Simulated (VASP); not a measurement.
Crystal: C.

```xyz
2
Lattice="0.0000 1.7445 1.7445 1.7445 0.0000 1.7445 1.7445 1.7445 0.0000" Properties=species:S:1:pos:R:3 pbc="T T T"
C     0.0000    0.0000    0.0000
C     0.8723    0.8723    0.8723
```

This cell differs from its parent crystal: strain -2.0%.

Base run:

* Program: VASP 6.6.1
* Functional: HSE06
* Potentials or basis: VASP PAW PBE potentials, release 64 (C)
* Cutoff: 520 eV
* k mesh: 8 × 8 × 8
* Occupations: gaussian, width 0.01 eV
* Spin: no spin polarisation

Its results: band gap on the k mesh 5.44 eV, indirect (least direct gap 7.17 eV); pressure 25.8 GPa.

Problem. The run is repeated on the same cell with these changes: functional from HSE06 to PBE; k mesh from 8 × 8 × 8 to 6 × 6 × 6. What comes out?

Solution. Band gap on the k mesh 4.30 eV, indirect (least direct gap 5.77 eV); pressure 35.6 GPa.

Several settings changed at once, so the effect can't be laid on one alone.

Caveats: some runs use coarse meshes; the PAW data sets were made with another functional, which shifts forces and pressure a little (some runs).

A k mesh can miss the band edges.
